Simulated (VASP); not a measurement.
Runs of VASP 6.6.1 on Cd. The structure is that of space group Fm-3m (No. 225), or close to it. The cells are those of the table. This isn't the form of Cd at room conditions, which is hcp.

```tsv
task	cell	gap on the mesh (eV)	pressure (GPa)
single point	a = 2.818 Å, angles 60.0°, 1 atom	none	32.0
single point	a = 3.047 Å, angles 60.0°, 1 atom	none	0.6
relaxation of cell and atoms	relaxed to 30 GPa from a = 3.125 Å, angles 60.0°, 1 atom	none	30.1
single point	a = 2.763 Å, angles 60.0°, 1 atom	none	(a)
relaxation of cell and atoms	relaxed to 45 GPa from a = 3.125 Å, angles 60.0°, 1 atom	none	45.0
single point	a = 2.895 Å, angles 60.0°, 1 atom	none	16.4
relaxation of cell and atoms	relaxed from a = 3.125 Å, angles 60.0°, 1 atom	none	0.0
relaxation of cell and atoms	relaxed to 15 GPa from a = 3.125 Å, angles 60.0°, 1 atom	none	15.3
```

Alike in all rows: level LDA; potentials or basis VASP PAW LDA potentials, release 64 (Cd); no spin polarisation; k mesh 8 × 8 × 8; cutoff (eV) 500; smearing gaussian 0.05 eV.

Estimate the missing entries.

(a) 47.7.

Caveats: the cell stands under pressure (at least some runs); the cell is relaxed towards a set pressure, so the run minimises the enthalpy, not the energy (at least some runs).

A k mesh can miss the band edges, and the runs leave out spin-orbit coupling on Cd.

A gap of «none» marks levels without a gap at the run's occupations.
